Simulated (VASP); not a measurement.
# Li16H16O (a cell with a defect) in VASP: notebook

Runs on Li16H16O (a cell with a defect). Level: PBE. Tasks: single point.

Program: VASP 6.6.1. These are calculated values, not measurements. Logs are shortened: lines on timing, memory, paths and dates and some standing lists are left out, and cuts for length are marked.

## (1) The cell of the first run

The cell holds a defect, 33 atoms: a = 6.941 Å, b = 6.941 Å, c = 6.941 Å, α = 109.47°, β = 109.47°, γ = 109.47°.

## (2) Single point, PBE

File INCAR:

```
PREC = Accurate
ENCUT = 520
EDIFF = 1E-6
ISMEAR = 0
SIGMA = 0.02
LREAL = Auto
LASPH = T
NELM = 100
ALGO = Normal
ISIF = 2
LWAVE = F
LCHARG = F
GGA = PE
NBANDS = 57
```

File KPOINTS:

```
Automatic mesh
0
Gamma
  2 2 2
  0.5 0.5 0.5
```

File POSCAR:

```
Li16H16O
1.0
   -4.0071000518     -4.0071000518      4.0071000518
   -4.0071000518      4.0071000518     -4.0071000518
    4.0071000518     -4.0071000518     -4.0071000518
Li H O
16 16 1
Direct
    0.7936491375      0.0505633744      0.2964428102
    0.9952197221      0.7513167780      0.2437869001
    0.2572129437      0.4996653376      0.2488879706
    0.7620713135      0.2461233778      0.0038411819
    0.5049720431      0.2473503250      0.2542017885
    0.9929990388      0.9898045840      1.0048884350
    0.2558280269      0.7499991169      0.0021182401
    0.7472383922      0.5027086856      0.7565234111
    0.5063844111      0.4607768651     -0.0057635197
    1.0130912499      0.2559682780      0.7627559733
    0.2545723807     -0.0069635147      0.7509761326
    0.7602519180      0.7519091016      0.4996230376
    0.5090762580      0.7474319237      0.7341755788
    1.0130477022      0.5116766423      0.5094604511
    0.2614502973      0.2528090107      0.5049882643
    0.5060102003      0.0003153153      0.5008961528
    0.5098224336      0.7547226076      0.2476250873
    0.7576404284      0.4933497977      0.2554073986
    0.0140254796      0.2592156389      0.2591997920
    0.5074324259      0.0025414888      0.0070333906
    0.2544139120     -0.0009232362      0.2522828197
    0.6155090884      0.7601461058      0.0413488552
    0.0065551146      0.5011151391      0.0042885128
    0.5024787188      0.2359246058      0.7465463705
    0.2555391647      0.2457208423      0.0023717900
    0.7576127276      0.0016817648      0.7475695544
    0.0042192608      0.7511040306      0.7544046719
    0.5030687964      0.4968791581      0.4920245251
    0.2489422493      0.4959886138      0.7488791049
    0.7577555990      0.2585586800      0.5109795048
    0.0128328465      0.0078056449      0.5107814813
    0.2570040645      0.7500155876      0.5005364164
    0.7361321060      0.7454007790      1.0019528956
```

Potentials or basis: VASP PAW PBE potentials, release 64 (Li_sv, H, O).

Command:

```console
$ cat potpaw_PBE.64/Li_sv/POTCAR potpaw_PBE.64/H/POTCAR potpaw_PBE.64/O/POTCAR > POTCAR
$ mpirun -np 1 vasp_std > vasp.out
```

OUTCAR:

```text
PREC = Accurate
   ENCUT = 520
   EDIFF = 1E-6
   ISMEAR = 0
   LREAL = Auto
   LASPH = T
   NELM = 100
   ISIF = 2
   GGA = PE

 ion  position               nearest neighbor table
   1  0.794  0.051  0.296-  33 2.20
   2  0.995  0.751  0.244-  33 1.99
   3  0.257  0.500  0.249-
   4  0.762  0.246  0.004-
   5  0.505  0.247  0.254-
   6  0.993  0.990  0.005-  33 2.00
   7  0.256  0.750  0.002-
   8  0.747  0.503  0.757-  33 2.00
   9  0.506  0.461  0.994-  33 2.05
  10  0.013  0.256  0.763-
  11  0.255  0.993  0.751-
  12  0.760  0.752  0.500-
  13  0.509  0.747  0.734-  33 2.00
  14  0.013  0.512  0.509-
  15  0.261  0.253  0.505-
  16  0.506  0.000  0.501-
  17  0.510  0.755  0.248-
  18  0.758  0.493  0.255-
  19  0.014  0.259  0.259-
  20  0.507  0.003  0.007-
  21  0.254  0.999  0.252-
  22  0.616  0.760  0.041-  33 0.99
  23  0.007  0.501  0.004-
  24  0.502  0.236  0.747-
  25  0.256  0.246  0.002-
  26  0.758  0.002  0.748-
  27  0.004  0.751  0.754-
  28  0.503  0.497  0.492-
  29  0.249  0.496  0.749-
  30  0.758  0.259  0.511-
  31  0.013  0.008  0.511-
  32  0.257  0.750  0.501-
  33  0.736  0.745  0.002-  22 0.99   2 1.99   6 2.00   8 2.00  13 2.00   9 2.05   1 2.20

  LATTYP: Found a body centered cubic cell.
 ALAT       =     8.0142001036

  Lattice vectors:

 A1 = (  -4.0071000518,  -4.0071000518,   4.0071000518)
 A2 = (  -4.0071000518,   4.0071000518,  -4.0071000518)
 A3 = (   4.0071000518,  -4.0071000518,  -4.0071000518)

Analysis of symmetry for initial positions (statically):
=====================================================================
 Subroutine PRICEL returns:
 Original cell was already a primitive cell.

 Routine SETGRP: Setting up the symmetry group for a
 body centered cubic supercell.

 Subroutine GETGRP returns: Found  1 space group operations
 (whereof  1 operations were pure point group operations)
 out of a pool of 48 trial point group operations.

The static configuration has the point symmetry C_1 .

Analysis of symmetry for dynamics (positions and initial velocities):
=====================================================================
 Subroutine PRICEL returns:
 Original cell was already a primitive cell.

 Routine SETGRP: Setting up the symmetry group for a
 body centered cubic supercell.

 Subroutine GETGRP returns: Found  1 space group operations
 (whereof  1 operations were pure point group operations)
 out of a pool of 48 trial point group operations.

The dynamic configuration has the point symmetry C_1 .

 Subroutine INISYM returns: Found  1 space group operations
 (whereof  1 operations are pure point group operations),
 and found     1 'primitive' translations

----------------------------------------------------------------------------------------

                                     Primitive cell

  volume of cell :     257.3656

  direct lattice vectors                    reciprocal lattice vectors
    -4.007100052 -4.007100052  4.007100052    -0.124778517 -0.124778517  0.000000000
    -4.007100052  4.007100052 -4.007100052    -0.124778517  0.000000000 -0.124778517
     4.007100052 -4.007100052 -4.007100052     0.000000000 -0.124778517 -0.124778517

  length of vectors
     6.940500881  6.940500881  6.940500881     0.176463470  0.176463470  0.176463470

  position of ions in fractional coordinates (direct lattice)
     0.793649137  0.050563374  0.296442810
     0.995219722  0.751316778  0.243786900
     0.257212944  0.499665338  0.248887971
     0.762071314  0.246123378  0.003841182
     0.504972043  0.247350325  0.254201788
     0.992999039  0.989804584  0.004888435
[... 25 lines left out ...]
     0.257004065  0.750015588  0.500536416
     0.736132106  0.745400779  0.001952896

  ion indices of the primitive-cell ions
   primitive index   ion index
                 1           1
                 2           2
                 3           3
                 4           4
                 5           5
                 6           6
[... 25 lines left out ...]
                32          32
                33          33

----------------------------------------------------------------------------------------

 KPOINTS: Automatic mesh

Automatic generation of k-mesh.
 Grid dimensions read from file:
 generate k-points for:    2    2    2

 Generating k-lattice:

  Cartesian coordinates                     Fractional coordinates (reciprocal lattice)
    -0.062389258 -0.062389258  0.000000000     0.500000000  0.000000000  0.000000000
    -0.062389258  0.000000000 -0.062389258     0.000000000  0.500000000  0.000000000
     0.000000000 -0.062389258 -0.062389258     0.000000000  0.000000000  0.500000000

  Length of vectors
     0.088231735  0.088231735  0.088231735

  Shift w.r.t. Gamma in fractional coordinates (k-lattice)
     0.500000000  0.500000000  0.500000000

 Subroutine IBZKPT returns following result:
 ===========================================

 Found      4 irreducible k-points:

 Following reciprocal coordinates:
            Coordinates               Weight
  0.250000  0.250000  0.250000      2.000000
 -0.250000  0.250000  0.250000      2.000000
  0.250000 -0.250000  0.250000      2.000000
  0.250000  0.250000 -0.250000      2.000000
   k-points           NKPTS =      4   k-points in BZ     NKDIM =      4   number of bands    NBANDS=     57
   number of dos      NEDOS =    301   number of ions     NIONS =     33
   total plane-waves  NPLWV = 157464
   dimension x,y,z NGX =    54 NGY =   54 NGZ =   54
   dimension x,y,z NGXF=   108 NGYF=  108 NGZF=  108
   ions per type =              16  16   1
   NGX,Y,Z   is equivalent  to a cutoff of  12.93, 12.93, 12.93 a.u.
   NGXF,Y,Z  is equivalent  to a cutoff of  25.87, 25.87, 25.87 a.u.
 SYSTEM =  unknown system
   PREC   = accura    normal or accurate (medium, high low for compatibility)
   ISTART =      0    job   : 0-new  1-cont  2-samecut
   ICHARG =      2    charge: 1-file 2-atom 10-const
   ISPIN  =      1    spin polarized calculation?
   LNONCOLLINEAR =      F non collinear calculations
   LSORBIT =      F    spin-orbit coupling
   LASPH  =      T    aspherical Exc in radial PAW
   ENCUT  =  520.0 eV  38.22 Ry    6.18 a.u.  12.90 12.90 12.90*2*pi/ulx,y,z
   NELM   =    100;   NELMIN=  2; NELMDL= -5     # of ELM steps
   EDIFF  = 0.1E-05   stopping-criterion for ELM
   LREAL  =      T    real-space projection
   EDIFFG = 0.1E-04   stopping-criterion for IOM
   NSW    =      0    number of steps for IOM
   IBRION =     -1    ionic relax: 0-MD 1-quasi-New 2-CG
   NFREE  =      0    steps in history (QN), initial steepest desc. (CG)
   ISIF   =      2    stress and relaxation
   ISYM   =      2    0-nonsym 1-usesym 2-fastsym
   POTIM  = 0.5000    time-step for ionic-motion
   TEBEG  =    0.0;   TEEND  =   0.0 temperature during run
   PSTRESS=    0.0 pullay stress
   NELECT =      70.0000    total number of electrons
   NUPDOWN=      -1.0000    fix difference up-down
   EMIN   =  10.00;   EMAX   =-10.00  energy-range for DOS
   EFERMI =   0.00;   METHOD = LEGACY
   ISMEAR =     0;   SIGMA  =   0.02  broadening in eV -4-tet -1-fermi 0-gaus
   EFERMI_NEDOS =   21; number of points for ismear=-14 and -15
   IALGO  =     38    algorithm
   IMIX   =      4    mixing-type and parameters
     AMIX     =   0.40;   BMIX     =  1.00
     AMIX_MAG =   1.60;   BMIX_MAG =  1.00
  volume/ion in A,a.u.               =       7.80        52.63
  Fermi-wavevector in a.u.,A,eV,Ry     =   1.060695  2.004424 15.307569  1.125075
  Thomas-Fermi vector in A             =   2.196085
   LORBIT       =      0    0 simple, 1 ext, 2 COOP (PROOUT), +10 PAW based schemes
   GGA     = PE    functional components
   LHFCALC =     F    Hartree Fock is set to
   AEXX    =    0.0000 exact exchange contribution
   IVDW    =     0    specifies the selected vdW correction
   LEPSILON=     F    determine dielectric tensor
   LRPA    =     F    only Hartree local field effects (RPA)
 non-spin polarized calculation
 Gauss-broadening in eV      SIGMA  =   0.02
  energy-cutoff  :      520.00
  volume of cell :      257.37
 maximum number of plane-waves:      6927
 NGX is ok and might be reduce to    54
   NGX = 25   NGY = 25   NGZ = 25

 number of electron      70.0000005 magnetization

 Free energy of the ion-electron system (eV)
  ---------------------------------------------------
  ext. energy  EPLUGINS =         0.00000000
  ---------------------------------------------------
  free energy    TOTEN  =      -106.14206997 eV

  energy without entropy =     -106.14206997  energy(sigma->0) =     -106.14206997

 E-fermi :   0.4457     XC(G=0):  -8.6700

 val. band max:        0.2242634347   @ k =   0.2500  -0.2500   0.2500
 cond. band min:       4.0742128323   @ k =  -0.2500   0.2500   0.2500
 fundamental gap:      3.8499493976
 Fermi energy:         0.4456715970

 k-point     1 :       0.2500    0.2500    0.2500
  band No.  band energies     occupation
      1     -44.1089      2.00000
      2     -44.0242      2.00000
      3     -43.9679      2.00000
      4     -43.9527      2.00000
      5     -43.9485      2.00000
      6     -43.9091      2.00000
[... 39 lines left out ...]
     46       6.9132      0.00000
     47       6.9283      0.00000

 k-point     2 :      -0.2500    0.2500    0.2500
  band No.  band energies     occupation
      1     -44.1090      2.00000
      2     -44.0243      2.00000
      3     -43.9680      2.00000
      4     -43.9528      2.00000
      5     -43.9483      2.00000
      6     -43.9091      2.00000
[... 39 lines left out ...]
     46       6.6975      0.00000
     47       6.8831      0.00000

 k-point     3 :       0.2500   -0.2500    0.2500
  band No.  band energies     occupation
      1     -44.1089      2.00000
      2     -44.0243      2.00000
      3     -43.9679      2.00000
      4     -43.9528      2.00000
      5     -43.9484      2.00000
      6     -43.9088      2.00000
[... 39 lines left out ...]
     46       6.6325      0.00000
     47       6.8432      0.00000

 k-point     4 :       0.2500    0.2500   -0.2500
  band No.  band energies     occupation
      1     -44.1090      2.00000
      2     -44.0243      2.00000
      3     -43.9679      2.00000
      4     -43.9528      2.00000
      5     -43.9484      2.00000
      6     -43.9093      2.00000
[... 39 lines left out ...]
     46       6.6745      0.00000
     47       6.8514      0.00000
 [bands above 47 left out]

------------------------ aborting loop because EDIFF is reached ----------------------------------------

  FORCE on cell =-STRESS in cart. coord.  units (eV):
  Direction    XX          YY          ZZ          XY          YZ          ZX
  --------------------------------------------------------------------------------------
  -------------------------------------------------------------------------------------
  Total        1.5067517      1.4830774      1.7613502     -0.4132222      0.5974192      1.4001585
  in kB        9.3799758      9.2325964     10.9649268     -2.5724304      3.7191114      8.7164016
  external PRESSURE =       9.8591663 kB  Pullay stress =       0.0000000 kB

 VOLUME and BASIS-vectors are now :
 -----------------------------------------------------------------------------
  energy-cutoff  :      520.00
  volume of cell :      257.37
      direct lattice vectors                 reciprocal lattice vectors
    -4.007100052 -4.007100052  4.007100052    -0.124778517 -0.124778517  0.000000000
    -4.007100052  4.007100052 -4.007100052    -0.124778517  0.000000000 -0.124778517
     4.007100052 -4.007100052 -4.007100052     0.000000000 -0.124778517 -0.124778517

 POSITION                                       TOTAL-FORCE (eV/Angst)
 -----------------------------------------------------------------------------------
     -2.19497     -4.16549      1.78974         0.037923      0.020284      0.057719
     -6.02167     -1.95422      0.00046         0.035452     -0.054301     -0.004800
     -2.03557     -0.02579     -1.96885         0.016910      0.005887     -0.017990
     -4.02454     -2.08285      2.05206         0.009451      0.019687     -0.015934
     -1.99602     -2.05093      0.01370         0.005265     -0.002418     -0.006267
     -7.92570     -0.03239     -0.00679        -0.055550      0.028980     -0.005193
[... 25 lines left out ...]
     -2.02953     -0.03015     -3.98125         0.005697      0.002270     -0.010840
     -5.92883      0.02932     -0.04497        -0.185093     -0.145436      0.097812
 -----------------------------------------------------------------------------------
    total drift:                               -0.001320      0.005039     -0.001038

  FREE ENERGIE OF THE ION-ELECTRON SYSTEM (eV)
  ---------------------------------------------------
  free  energy   TOTEN  =      -106.1420699704 eV

  energy  without entropy=     -106.1420699704  energy(sigma->0) =     -106.14206997
```

It took 4.9 min on 1 thread of Intel Xeon 8259CL, shared host; peak memory 0.39 GiB.

Results:

| Property | Result |
| --- | --- |
| Free energy | -106.1421 eV |
| Largest force | 0.255 eV/Å |
| Band gap on the k mesh | 3.85 eV |

Forces in eV/Å, atoms in the order of the input:
```
Li   0.038  0.020  0.058
Li   0.035 -0.054 -0.005
Li   0.017  0.006 -0.018
Li   0.009  0.020 -0.016
Li   0.005 -0.002 -0.006
Li  -0.056  0.029 -0.005
Li   0.007  0.006 -0.019
Li  -0.035 -0.034  0.007
Li   0.055  0.041 -0.056
Li   0.016  0.025  0.001
Li   0.003  0.006 -0.015
Li   0.022  0.003 -0.015
Li   0.016  0.046 -0.024
Li   0.027  0.004  0.001
Li   0.015  0.011  0.008
Li   0.004  0.009 -0.011
H    0.015 -0.002  0.004
H    0.009  0.023 -0.014
H    0.000  0.017 -0.024
H    0.002  0.008  0.004
H   -0.018 -0.019 -0.008
H   -0.018 -0.006  0.129
H    0.012 -0.015  0.024
H   -0.008  0.006 -0.042
H   -0.008  0.003 -0.012
H    0.015  0.016 -0.014
H   -0.015  0.012  0.027
H    0.011 -0.008 -0.032
H   -0.019 -0.024 -0.005
H    0.001 -0.001  0.014
H    0.022 -0.001 -0.021
H    0.006  0.002 -0.011
O   -0.185 -0.145  0.098
```

Caveat: the k points lie up to 0.55 Å⁻¹ apart; the cutoff is under 1.25 times the usual one of these potentials, so pressure, stress and relaxed cells hold a basis-set (Pulay) error.

## (3) Single point, PBE

File INCAR:

```
SYSTEM = Li16H16O
PREC     = Accurate       ! precision mode
ENCUT    = 520            ! plane-wave cutoff, eV
EDIFF    = 1E-7           ! SCF threshold, eV
ISMEAR   = 0              ! smearing method
SIGMA    = 0.02           ! smearing width, eV
LREAL    = Auto         
LASPH    = .True.         ! aspherical terms in the spheres
NELM     = 60             ! most SCF steps
ALGO     = Normal         ! electronic algorithm
ISIF     = 2              ! what is computed and relaxed
LWAVE    = .False.        ! write WAVECAR
LCHARG   = .True.         ! write CHGCAR
GGA      = PE             ! functional
LELF     = .True.         ! ELF
LVHAR    = .True.       
NBANDS   = 57             ! bands
```

KPOINTS is that of step 2.

File POSCAR:

```
Li16H16O
1.0
   -4.0071000518     -4.0071000518      4.0071000518
   -4.0071000518      4.0071000518     -4.0071000518
    4.0071000518     -4.0071000518     -4.0071000518
Li H O
16 16 1
Direct
    0.7441722097     -0.0021293454      0.2500054870
    1.0047576671      0.7561813932      0.2486813374
    0.2397731496      0.5003845609      0.2481051102
    0.7454422054      0.2490289704      0.0069662598
    0.4909157432      0.2658130534      0.2525317529
    1.0069635017      0.9951223949      1.0101451044
    0.2063791743      0.7036541298     -0.0504892559
    0.7385418287      0.4949863927      0.7471720100
    0.4939854195      0.4991004652     -0.0003357790
    0.9869547675      0.2372829447      0.7440562904
    0.2379582460     -0.0038383119      0.7538621349
    0.7428143699      0.7511035315      0.5003470026
    0.4950199582      0.7457801057      0.7526542789
    0.9869733595      0.4905495183      0.4883524181
    0.2527196693      0.2434405149      0.4972562387
    0.4936770918      0.0057436799      0.5392331043
    0.4901956464      0.7523957378      0.2453257935
    0.7430050314      0.4994598273      0.2499790340
   -0.0042348581      0.2456145310      0.2488978281
    0.4925912691     -0.0070138004     -0.0025246437
    0.3844483492     -0.0412865908      0.2399324917
    0.7455310477      0.7476781117      0.0008875496
   -0.0128257342      0.4892045306     -0.0078092635
    0.4975222665      0.2534302830      0.7640395699
    0.2424118408      0.2524456557     -0.0016906241
    0.7444951365     -0.0023766564      0.7542973624
   -0.0140226097      0.7407824765      0.7407520306
    0.4969320642      0.5079591160      0.5031086007
    0.2422325341      0.4890400725      0.7414645159
    0.7510330316      0.2510899371      0.5039946530
   -0.0065584836     -0.0042882633      0.4989056859
    0.2423857621      0.7445980788      0.5066414549
    1.2637497029      0.9980278626      1.2545521537
```

Potentials or basis: VASP PAW PBE potentials, release 64 (Li_sv, H, O).

Command:

```console
$ cat potpaw_PBE.64/Li_sv/POTCAR potpaw_PBE.64/H/POTCAR potpaw_PBE.64/O/POTCAR > POTCAR
$ mpirun -np 1 vasp_std > vasp.out
```

Wall time 5.8 min (1 thread of Intel Xeon 8259CL, shared host); peak memory 0.39 GiB.

Results (log left out):

```
Free energy            : -106.1426 eV
Largest force          : 0.252 eV/Å
Band gap on the k mesh : 3.85 eV
```

Forces in eV/Å, atoms in the order of the input:
```
Li  -0.006 -0.007  0.018
Li   0.054 -0.035  0.005
Li  -0.003 -0.022  0.015
Li  -0.006 -0.003  0.015
Li  -0.046 -0.016  0.024
Li  -0.029  0.055  0.005
Li  -0.020 -0.038 -0.057
Li  -0.011 -0.015 -0.008
Li  -0.009 -0.004  0.011
Li  -0.024 -0.016  0.000
Li  -0.020 -0.009  0.016
Li  -0.006 -0.016  0.018
Li   0.002 -0.005  0.006
Li  -0.004 -0.027 -0.001
Li   0.034  0.035 -0.007
Li  -0.041 -0.055  0.056
H    0.002 -0.014 -0.004
H   -0.002 -0.006  0.011
H   -0.012  0.015 -0.027
H   -0.008 -0.002 -0.004
H    0.006  0.018 -0.128
H    0.019  0.017  0.008
H    0.001 -0.022  0.021
H   -0.006  0.008  0.042
H   -0.016 -0.015  0.014
H   -0.003  0.008  0.012
H   -0.017  0.000  0.024
H    0.008 -0.011  0.032
H    0.001 -0.001 -0.014
H    0.025  0.019  0.005
H    0.014 -0.011 -0.024
H   -0.022 -0.009  0.013
O    0.144  0.183 -0.097
```

Levels at points of the mesh, in eV from the valence-band top:
```
           k point  band 32  band 33  band 34  band 35  band 36  band 37  band 38  band 39
(0.25, 0.25, 0.25)    -1.56    -1.29    -1.01    -0.99     4.44     5.35     5.40     5.42
```

Caveat: the k points lie up to 0.55 Å⁻¹ apart; the cutoff is under 1.25 times the usual one of these potentials, so pressure, stress and relaxed cells hold a basis-set (Pulay) error.
